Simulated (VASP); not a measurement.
Write the native input for VASP 6.6.1 that does the following.

- Task: single point
- Functional: PBE
- Potentials or basis: VASP PAW PBE potentials, release 64 (Sc_sv, In_d, Sb, P)
- Cutoff: 520 eV
- k mesh: 12 × 12 × 8
- Occupations: gaussian, width 0.1 eV
- Spin: no spin polarisation
- Dipole correction: no
- Further INCAR settings: ALGO = Normal; EDIFF = 1e-06; NBANDS = 39

The structure of ScIn3SbP lies in POSCAR:

```
ScIn3SbP
1.0
    5.7197370914      0.0000000000      0.0000000000
   -2.8598685457      4.9534376241      0.0000000000
    0.0000000000      0.0000000000      5.5078495835
Sc In Sb P
1 3 1 1
Direct
    0.0000000000      0.0000000000      0.0000000000
    0.4980351890      0.9960703779      0.5000000000
    0.0039296221      0.5019648110      0.5000000000
    0.4980351890      0.5019648110      0.5000000000
    0.6666666667      0.3333333333      0.0000000000
    0.3333333333      0.6666666667      0.0000000000
```

The cell was generated, and may not be a known phase.

These files were run (other wordings do the same):

INCAR

```
ALGO = Normal
EDIFF = 1E-6
ENCUT = 520
GGA = PE
ISIF = 2
ISMEAR = 0
LASPH = True
LCHARG = True
LELF = True
LREAL = False
LVHAR = True
LWAVE = False
NBANDS = 39
NELM = 80
PREC = Accurate
SIGMA = 0.1
```

KPOINTS

```
k-points
0
Gamma
  12 12 8
```

Potentials or basis: VASP PAW PBE potentials, release 64 (Sc_sv, In_d, Sb, P).

The run is started by

```console
$ cat potpaw_PBE.64/Sc_sv/POTCAR potpaw_PBE.64/In_d/POTCAR potpaw_PBE.64/Sb/POTCAR potpaw_PBE.64/P/POTCAR > POTCAR
$ mpirun -np 1 vasp_std > vasp.out
```

Results of the run:

```yaml
Pressure: 0.0 GPa
Band_gap_on_the_k_mesh: zero (bands 30 and 31 overlap by 1.25 eV)
```

Caveat: spin-orbit coupling is left out, which moves the levels of the heavy elements.

Wall time 8.1 min on 1 thread of Intel(R) Xeon(R) 6975P-C (Granite Rapids), on a shared host, peak memory 0.7 GiB.
